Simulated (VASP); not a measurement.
# Ir12Cl in VASP: a series of runs

The runs below take Ir12Cl through single point, with PBE+D3(BJ).

Everything below comes from runs of VASP 6.6.1. Logs are shortened: lines on timing, memory, paths and dates and some standing lists are left out, and cuts for length are marked.

### 1 The cell of the first run

The cell holds a slab with vacuum, 13 atoms: a = 5.431 Å, b = 5.431 Å, c = 16.434 Å, α = 90.00°, β = 90.00°, γ = 60.00°.

### 2 Single point, PBE+D3(BJ)

INCAR

```
PREC = Accurate ; ENCUT = 520
EDIFF = 1E-7 ; ISMEAR = -1
SIGMA = 0.05 ; LREAL = F
LASPH = T ; NELM = 60
ALGO = Normal ; ISIF = 2
LWAVE = F ; LCHARG = F
GGA = PE ; IVDW = 12
NBANDS = 70
```

KPOINTS

```
Automatic mesh
0
Gamma
  3 3 1
```

POSCAR

```
Ir12Cl
1.0
    5.4305800000      0.0000000000      0.0000000000
    2.7152900000      4.7030200000      0.0000000000
    0.0000000000      0.0000000000     16.4340500000
Ir Cl
12 1
Direct
    0.1666622785      0.1666588703      0.0608492733
    0.6666641199      0.1666588703      0.0608492733
    0.1666734694      0.6666567440      0.0608492733
    0.6666753109      0.6666567440      0.0608492733
   -0.1880146388      0.2975109610      0.1939813984
    0.3146281072      0.3303834557      0.1914926631
   -0.1585014619      0.7796054450      0.1928130923
    0.3267414048      0.8388439768      0.1889126539
    0.0285838382     -0.0286624339      0.3296691929
    0.4976388964     -0.0414201938      0.3224159595
    0.0287574596      0.4668489609      0.3305149978
    0.5031642419      0.4820944840      0.3349995893
    0.7583153624     -0.6029529962      0.4796139722
```

Potentials or basis: VASP PAW PBE potentials, release 64 (Ir, Cl).

Run with:

```sh
> cat potpaw_PBE.64/Ir/POTCAR potpaw_PBE.64/Cl/POTCAR > POTCAR
> mpirun -np 1 vasp_std > vasp.out
```

OUTCAR:

```text
PREC = Accurate
   ENCUT = 520
   EDIFF = 1E-7
   ISMEAR = -1
   LREAL = F
   LASPH = T
   NELM = 60
   ISIF = 2
   GGA = PE
   IVDW = 12
 IVDW          = 12

 ion  position               nearest neighbor table
   1  0.167  0.167  0.061-   6 2.60   8 2.61   4 2.72   3 2.72   2 2.72   2 2.72   3 2.72   4 2.72
                             5 2.76
   2  0.667  0.167  0.061-   5 2.54   6 2.71   3 2.72   4 2.72   1 2.72   1 2.72   4 2.72   3 2.72
                             7 2.83
   3  0.167  0.667  0.061-   8 2.62   7 2.67   6 2.67   2 2.72   1 2.72   4 2.72   4 2.72   1 2.72
                             2 2.72
   4  0.667  0.667  0.061-   7 2.56   8 2.64   1 2.72   2 2.72   3 2.72   3 2.72   2 2.72   1 2.72
                             5 2.80
   5  0.812  0.298  0.194-   2 2.54   6 2.62   8 2.66   7 2.70   9 2.72   7 2.74  12 2.74   1 2.76
                             4 2.80   8 2.80   6 2.82  11 2.89
   6  0.315  0.330  0.191-   7 2.51   1 2.60   5 2.62   8 2.64  11 2.65   3 2.67   2 2.71  10 2.77
                             8 2.80   5 2.82  12 2.85   7 2.93
   7  0.841  0.780  0.193-   6 2.51   4 2.56   8 2.65   3 2.67  10 2.67   5 2.70  11 2.70   5 2.74
                             8 2.81   2 2.83   9 2.87   6 2.93
   8  0.327  0.839  0.189-  10 2.59   1 2.61   3 2.62   6 2.64   4 2.64   7 2.65   5 2.66   9 2.71
                             6 2.80   5 2.80   7 2.81  12 2.93
   9  0.029  0.971  0.330-  10 2.52  12 2.62  11 2.69   8 2.71   5 2.72  11 2.74  12 2.82   7 2.87
                            10 2.92
  10  0.498  0.959  0.322-   9 2.52  12 2.58   8 2.59  11 2.66   7 2.67   6 2.77  11 2.79  12 2.87
                             9 2.92
  11  0.029  0.467  0.331-  12 2.62   6 2.65  10 2.66   9 2.69   7 2.70   9 2.74  10 2.79  12 2.81
                             5 2.89  13 2.98
  12  0.503  0.482  0.335-  10 2.58   9 2.62  11 2.62  13 2.67   5 2.74  11 2.81   9 2.82   6 2.85
                            10 2.87   8 2.93
  13  0.758  0.397  0.480-  12 2.67  11 2.98

  LATTYP: Found a hexagonal cell.
 ALAT       =     5.4305797945
 C/A-ratio  =     3.0262054185

  Lattice vectors:

 A1 = (  -2.7152900000,  -4.7030200000,   0.0000000000)
 A2 = (   5.4305800000,   0.0000000000,   0.0000000000)
 A3 = (   0.0000000000,   0.0000000000,  16.4340500000)

Analysis of symmetry for initial positions (statically):
=====================================================================
 Subroutine PRICEL returns:
 Original cell was already a primitive cell.

 Routine SETGRP: Setting up the symmetry group for a
 hexagonal supercell.

 Subroutine GETGRP returns: Found  1 space group operations
 (whereof  1 operations were pure point group operations)
 out of a pool of 24 trial point group operations.

The static configuration has the point symmetry C_1 .

Analysis of symmetry for dynamics (positions and initial velocities):
=====================================================================
 Subroutine PRICEL returns:
 Original cell was already a primitive cell.

 Routine SETGRP: Setting up the symmetry group for a
 hexagonal supercell.

 Subroutine GETGRP returns: Found  1 space group operations
 (whereof  1 operations were pure point group operations)
 out of a pool of 24 trial point group operations.

The dynamic configuration has the point symmetry C_1 .

 Subroutine INISYM returns: Found  1 space group operations
 (whereof  1 operations are pure point group operations),
 and found     1 'primitive' translations

----------------------------------------------------------------------------------------

                                     Primitive cell

  volume of cell :     419.7277

  direct lattice vectors                    reciprocal lattice vectors
     5.430580000  0.000000000  0.000000000     0.184142394 -0.106314666  0.000000000
     2.715290000  4.703020000  0.000000000     0.000000000  0.212629332  0.000000000
     0.000000000  0.000000000 16.434050000     0.000000000  0.000000000  0.060849273

  length of vectors
     5.430580000  5.430579795 16.434050000     0.212629324  0.212629332  0.060849273

[... 31 lines left out ...]
----------------------------------------------------------------------------------------

 KPOINTS: Automatic mesh

Automatic generation of k-mesh.
 Grid dimensions read from file:
 generate k-points for:    3    3    1

 Generating k-lattice:

  Cartesian coordinates                     Fractional coordinates (reciprocal lattice)
     0.061380798 -0.035438222  0.000000000     0.333333333  0.000000000  0.000000000
     0.000000000  0.070876444  0.000000000     0.000000000  0.333333333  0.000000000
     0.000000000  0.000000000  0.060849273     0.000000000  0.000000000  1.000000000

  Length of vectors
     0.070876441  0.070876444  0.060849273

  Shift w.r.t. Gamma in fractional coordinates (k-lattice)
     0.000000000  0.000000000  0.000000000

 Subroutine IBZKPT returns following result:
 ===========================================

 Found      5 irreducible k-points:

 Following reciprocal coordinates:
            Coordinates               Weight
  0.000000  0.000000  0.000000      1.000000
  0.333333  0.000000  0.000000      2.000000
  0.333333  0.333333  0.000000      2.000000
  0.000000  0.333333  0.000000      2.000000
 -0.333333  0.333333  0.000000      2.000000
   k-points           NKPTS =      5   k-points in BZ     NKDIM =      5   number of bands    NBANDS=     70
   number of dos      NEDOS =    301   number of ions     NIONS =     13
   total plane-waves  NPLWV = 201600
   dimension x,y,z NGX =    40 NGY =   40 NGZ =  126
   dimension x,y,z NGXF=    80 NGYF=   80 NGZF=  252
   ions per type =              12   1
   NGX,Y,Z   is equivalent  to a cutoff of  12.25, 12.25, 12.75 a.u.
   NGXF,Y,Z  is equivalent  to a cutoff of  24.49, 24.49, 25.49 a.u.
 SYSTEM =  unknown system
   PREC   = accura    normal or accurate (medium, high low for compatibility)
   ISTART =      0    job   : 0-new  1-cont  2-samecut
   ICHARG =      2    charge: 1-file 2-atom 10-const
   ISPIN  =      1    spin polarized calculation?
   LNONCOLLINEAR =      F non collinear calculations
   LSORBIT =      F    spin-orbit coupling
   LASPH  =      T    aspherical Exc in radial PAW
   ENCUT  =  520.0 eV  38.22 Ry    6.18 a.u.  10.10 10.10 30.56*2*pi/ulx,y,z
   NELM   =     60;   NELMIN=  2; NELMDL= -5     # of ELM steps
   EDIFF  = 0.1E-06   stopping-criterion for ELM
   LREAL  =      F    real-space projection
   EDIFFG = 0.1E-05   stopping-criterion for IOM
   NSW    =      0    number of steps for IOM
   IBRION =     -1    ionic relax: 0-MD 1-quasi-New 2-CG
   NFREE  =      0    steps in history (QN), initial steepest desc. (CG)
   ISIF   =      2    stress and relaxation
   ISYM   =      2    0-nonsym 1-usesym 2-fastsym
   POTIM  = 0.5000    time-step for ionic-motion
   TEBEG  =    0.0;   TEEND  =   0.0 temperature during run
   PSTRESS=    0.0 pullay stress
   NELECT =     115.0000    total number of electrons
   NUPDOWN=      -1.0000    fix difference up-down
   EMIN   =  10.00;   EMAX   =-10.00  energy-range for DOS
   EFERMI =   0.00;   METHOD = LEGACY
   ISMEAR =    -1;   SIGMA  =   0.05  broadening in eV -4-tet -1-fermi 0-gaus
   EFERMI_NEDOS =   21; number of points for ismear=-14 and -15
   IALGO  =     38    algorithm
   IMIX   =      4    mixing-type and parameters
     AMIX     =   0.40;   BMIX     =  1.00
     AMIX_MAG =   1.60;   BMIX_MAG =  1.00
  volume/ion in A,a.u.               =      32.29       217.88
  Fermi-wavevector in a.u.,A,eV,Ry     =   1.063290  2.009326 15.382539  1.130585
  Thomas-Fermi vector in A             =   2.198769
   LORBIT       =      0    0 simple, 1 ext, 2 COOP (PROOUT), +10 PAW based schemes
   GGA     = PE    functional components
   LHFCALC =     F    Hartree Fock is set to
   AEXX    =    0.0000 exact exchange contribution
   IVDW    =    12    specifies the selected vdW correction
   LEPSILON=     F    determine dielectric tensor
   LRPA    =     F    only Hartree local field effects (RPA)
 non-spin polarized calculation
  energy-cutoff  :      520.00
  volume of cell :      419.73
 maximum number of plane-waves:     11346
   NGX = 21   NGY = 21   NGZ = 61

 number of electron     115.0000006 magnetization

 Free energy of the ion-electron system (eV)
  ---------------------------------------------------
  ext. energy  EPLUGINS =         0.00000000
  ---------------------------------------------------
  free energy    TOTEN  =      -100.30369732 eV

  energy without entropy =     -100.14056921  energy(sigma->0) =     -100.22213326

 E-fermi :   1.1552     XC(G=0):  -7.3374

 val. band max:        1.1333762616   @ k =  -0.3333   0.3333   0.0000
 cond. band min:       1.1667977037   @ k =   0.3333   0.0000   0.0000
 fundamental gap:      0.0334214421
 Fermi energy:         1.1552000986

 k-point     1 :       0.0000    0.0000    0.0000
  band No.  band energies     occupation
      1     -13.2140      2.00000
      2      -8.9730      2.00000
      3      -6.9937      2.00000
      4      -6.6157      2.00000
      5      -6.2978      2.00000
      6      -6.2421      2.00000
[... 349 lines left out ...]
     68       1.7610      0.00001
     69       1.8805      0.00000
 [bands above 69 left out]

------------------------ aborting loop because EDIFF is reached ----------------------------------------

 Edisp (eV)   -6.10546

 E8    (eV) :    -2.9376

  FORCE on cell =-STRESS in cart. coord.  units (eV):
  Direction    XX          YY          ZZ          XY          YZ          ZX
  --------------------------------------------------------------------------------------
  -------------------------------------------------------------------------------------
  Total      -5.91661    -7.90697    -6.84907    -0.19370     3.46996     1.80350
  in kB     -22.58478   -30.18235   -26.14416    -0.73939    13.24546     6.88430
  external pressure =      -26.30 kB  Pullay stress =        0.00 kB

 VOLUME and BASIS-vectors are now :
 -----------------------------------------------------------------------------
  energy-cutoff  :      520.00
  volume of cell :      419.73
      direct lattice vectors                 reciprocal lattice vectors
     5.430580000  0.000000000  0.000000000     0.184142394 -0.106314666  0.000000000
     2.715290000  4.703020000  0.000000000     0.000000000  0.212629332  0.000000000
     0.000000000  0.000000000 16.434050000     0.000000000  0.000000000  0.060849273

 POSITION                                       TOTAL-FORCE (eV/Angst)
 -----------------------------------------------------------------------------------
      1.35760      0.78380      1.00000        -0.566684     -0.116767     -0.475519
      4.07290      0.78380      1.00000        -0.668382     -0.446524     -0.131305
      2.71530      3.13530      1.00000        -0.134691     -0.159307     -0.321118
      5.43060      3.13530      1.00000        -0.473263     -0.364226     -0.298665
      5.21738      1.39920      3.18790         1.755731      0.990803      0.784580
      2.60570      1.55380      3.14700         1.412790     -1.073514      1.113880
      6.68668      3.66650      3.16870         0.396630      2.633792      0.951800
      4.05210      3.94510      3.10460        -1.046725     -1.786595      0.788691
      2.79269      4.56822      5.41780        -1.303226     -0.031494     -0.809596
      5.30529      4.50822      5.29860         1.498976      0.872023      0.413665
      1.42380      2.19560      5.43170        -1.107687      0.177608     -0.146572
      4.04150      2.26730      5.50540         0.477720     -0.861002     -0.407460
      5.19619      1.86732      7.88200        -0.241190      0.165202     -1.462380
 -----------------------------------------------------------------------------------
    total drift:                               -0.000017     -0.000218      0.000280

  FREE ENERGIE OF THE ION-ELECTRON SYSTEM (eV)
  ---------------------------------------------------
  free  energy   TOTEN  =      -106.4091599752 eV

  energy  without entropy=     -106.2460318650  energy(sigma->0) =     -106.32759592
```

Run time: 16 min. Hardware: 1 thread of Intel Xeon 8259CL, shared host; peak memory 0.54 GiB.

Results:

```
Free energy                : -106.4092 eV
Largest force              : 2.828 eV/Å
Band gap on the k mesh     : zero (an odd number of electrons rules out a gap without spin polarisation)
Dispersion energy per atom : -0.470 eV
```

Forces on the atoms (eV/Å):
```
Ir  -0.567 -0.117 -0.476
Ir  -0.668 -0.447 -0.131
Ir  -0.135 -0.159 -0.321
Ir  -0.473 -0.364 -0.299
Ir   1.756  0.991  0.785
Ir   1.413 -1.074  1.114
Ir   0.397  2.634  0.952
Ir  -1.047 -1.787  0.789
Ir  -1.303 -0.031 -0.810
Ir   1.499  0.872  0.414
Ir  -1.108  0.178 -0.147
Ir   0.478 -0.861 -0.407
Cl  -0.241  0.165 -1.462
```

Caveat: the k points lie up to 0.45 Å⁻¹ apart, too coarse for converged energies and pressures of a metal; there is no dipole correction, which matters where the two faces differ; spin-orbit coupling is left out, which moves the levels of the heavy elements.

### 3 Single point, PBE+D3(BJ)

INCAR

```
PREC     = Accurate       # precision mode
ENCUT    = 520            # plane-wave cutoff, eV
EDIFF    = 1E-6           # SCF threshold, eV
ISMEAR   = -1             # smearing method
SIGMA    = 0.05           # smearing width, eV
LREAL    = False          # projectors in reciprocal space
LASPH    = True           # aspherical terms in the spheres
NELM     = 80             # most SCF steps
ALGO     = Normal         # electronic algorithm
ISIF     = 2              # what is computed and relaxed
LWAVE    = False          # write WAVECAR
LCHARG   = False          # write CHGCAR
GGA      = PE             # functional
IVDW     = 12             # dispersion correction
NBANDS   = 70             # bands
```

KPOINTS

```
regular mesh
0
Gamma
  3 3 1
```

POSCAR

```
Ir12Cl
1.0
    5.4305800000      0.0000000000      0.0000000000
    2.7152900000      4.7030200000      0.0000000000
    0.0000000000      0.0000000000     16.4340500000
Ir Cl
12 1
Direct
    0.1666622785      0.1666588703      0.0608492733
    0.6666641199      0.1666588703      0.0608492733
    0.1666734694      0.6666567440      0.0608492733
    0.6666753109      0.6666567440      0.0608492733
   -0.1593383343      0.3539215228      0.2028106279
    0.3206472587      0.3385271591      0.2011251031
   -0.1902604613      0.8487950296      0.2056036096
    0.3055971285      0.8382273518      0.2049160128
   -0.0066145331      0.0294704254      0.3316041998
    0.5217841359      0.0372739219      0.3266875785
    0.0355223859      0.5285965188      0.3367642182
    0.4785160972      0.5471165336      0.3271378632
    0.9989374284     -0.8374831491      0.4729753165
```

Potentials or basis: VASP PAW PBE potentials, release 64 (Ir, Cl).

Run with:

```sh
> cat potpaw_PBE.64/Ir/POTCAR potpaw_PBE.64/Cl/POTCAR > POTCAR
> mpirun -np 1 vasp_std > vasp.out
```

It took 11 min on 1 thread of Intel Xeon 8259CL, shared host; peak memory 0.54 GiB.

The run converged. Its results:

| Quantity | Value |
| --- | --- |
| Free energy | -106.1161 eV |
| Largest force | 4.065 eV/Å |
| Band gap on the k mesh | zero (an odd number of electrons rules out a gap without spin polarisation) |
| Dispersion energy per atom | -0.471 eV |

Forces on the atoms (eV/Å):
```
Ir   0.007 -0.148  1.068
Ir  -0.104  0.014  1.259
Ir  -0.303  0.148  1.090
Ir  -0.026  0.205  1.186
Ir  -2.043 -0.420 -1.225
Ir   1.123  0.683 -2.262
Ir   1.857 -0.479 -2.850
Ir   1.962  1.294 -3.317
Ir   0.672  0.897  1.809
Ir  -2.335 -0.543  2.613
Ir  -2.758 -0.137 -0.352
Ir   1.934 -1.433  1.747
Cl   0.015 -0.082 -0.765
```

Levels at points of the mesh, in eV from the Fermi level:
| k point | band 55 | band 56 | band 57 | band 58 | band 59 | band 60 | band 61 | band 62 |
| --- | --- | --- | --- | --- | --- | --- | --- | --- |
| (0.00, 0.00, 0.00) | 0.39 | 0.46 | 0.51 | 0.62 | 0.77 | 0.90 | 0.97 | 1.03 |

Caveat: the k points lie up to 0.45 Å⁻¹ apart, too coarse for converged energies and pressures of a metal; there is no dipole correction, which matters where the two faces differ; spin-orbit coupling is left out, which moves the levels of the heavy elements.

### 4 Single point, PBE+D3(BJ)

INCAR

```
SYSTEM = Ir12Cl
PREC = Accurate ; ENCUT = 520
EDIFF = 1E-6 ; ISMEAR = -1
SIGMA = 0.05 ; LREAL = .FALSE.
LASPH = .TRUE. ; NELM = 60
ALGO = Normal ; ISIF = 2
LWAVE = .FALSE. ; LCHARG = .FALSE.
GGA = PE ; IVDW = 12
NBANDS = 70
```

KPOINTS

```
Automatic mesh
0
G
  3 3 1
  0 0 0
```

POSCAR

```
Ir12Cl
1.0
    5.4305800000      0.0000000000      0.0000000000
    2.7152900000      4.7030200000      0.0000000000
    0.0000000000      0.0000000000     16.4340500000
Ir Cl
12 1
Direct
    0.1666622785      0.1666588703      0.0608492733
    0.6666641199      0.1666588703      0.0608492733
    0.1666734694      0.6666567440      0.0608492733
    0.6666753109      0.6666567440      0.0608492733
   -0.1979325346      0.3483931601      0.1928130923
    0.3292756091      0.3082700052      0.1800712545
   -0.1696034966      0.8208130095      0.1889552484
    0.3090548496      0.8303175406      0.1810448429
    0.0183713444      0.0068254016      0.3230913865
    0.5008417124      0.0060174101      0.3284339527
    0.0231036299      0.4915990151      0.3346831730
    0.5220984757      0.5238123589      0.3264989458
    1.1651595000     -0.7788825053      0.4489033440
```

Run with:

```sh
> cat potpaw_PBE.64/Ir/POTCAR potpaw_PBE.64/Cl/POTCAR > POTCAR
> mpirun -np 1 vasp_std > vasp.out
```

Wall time 10 min (1 thread of Intel Xeon 8259CL, shared host); peak memory 0.5 GiB.

The run converged. Its results:

```
Free energy                : -106.2577 eV
Largest force              : 4.524 eV/Å
Band gap on the k mesh     : zero (an odd number of electrons rules out a gap without spin polarisation)
Dispersion energy per atom : -0.475 eV
```

Forces on the atoms (eV/Å):
```
Ir  -1.406  0.024 -2.208
Ir   0.349 -0.297 -1.365
Ir  -1.039 -0.170 -2.351
Ir   0.016 -0.285 -1.087
Ir   1.199 -1.196  0.069
Ir   0.849  1.473  4.192
Ir   0.065  0.530  2.745
Ir   1.339  0.032  3.334
Ir  -1.182 -0.498 -0.773
Ir   1.218 -0.517 -1.239
Ir  -0.205  1.999 -1.792
Ir  -1.351 -0.522 -0.586
Cl   0.149 -0.573  1.061
```

Levels at points of the mesh, in eV from the Fermi level:
| k point | band 54 | band 55 | band 56 | band 57 | band 58 | band 59 | band 60 | band 61 | band 62 | band 63 |
| --- | --- | --- | --- | --- | --- | --- | --- | --- | --- | --- |
| (0.00, 0.00, 0.00) | 0.36 | 0.38 | 0.52 | 0.57 | 0.61 | 0.67 | 0.77 | 0.87 | 0.98 | 1.24 |

Caveat: the k points lie up to 0.45 Å⁻¹ apart, too coarse for converged energies and pressures of a metal; there is no dipole correction, which matters where the two faces differ; spin-orbit coupling is left out, which moves the levels of the heavy elements.

[end of part 1 of 2]

The gap in the log of VASP goes by the Fermi energy; the results here count the filled bands.